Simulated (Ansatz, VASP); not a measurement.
# YbSb3: VASP beside Ansatz

```
CELL_PARAMETERS angstrom
0.00000 3.95201 3.95201
3.95201 0.00000 3.95201
3.95201 3.95201 0.00000
ATOMIC_POSITIONS crystal
Yb 0.50000 0.50000 0.50000
Sb 0.25000 0.25000 0.25000
Sb 0.75000 0.75000 0.75000
Sb 0.00000 0.00000 0.00000
```

Alike in both runs: task single point; functional PBE; k mesh 4 × 4 × 4; occupations gaussian, width 0.1 eV; no spin polarisation.

|  | VASP | Ansatz |
| --- | --- | --- |
| version | VASP 6.6.1 | Ansatz 0.2.0 |
| potentials or method | VASP PAW PBE potentials, release 64 (Yb, Sb), cutoff 520 eV | scalar-relativistic, plane waves, PAW |
| valence electrons in the cell | 39 | 69 |

```tsv
	VASP	Ansatz	Ansatz less VASP
gap on the k mesh at the Fermi level (eV)	none	none	-
pressure (GPa)	-4.1	-4.1	+0.01
```

A gap of «none» marks a metal or a gap that the smearing closes. VASP's potentials hold 39 valence electrons a cell and Ansatz's 69, so a difference there can come from the potentials and not from the codes.

Spin-orbit coupling is off throughout.
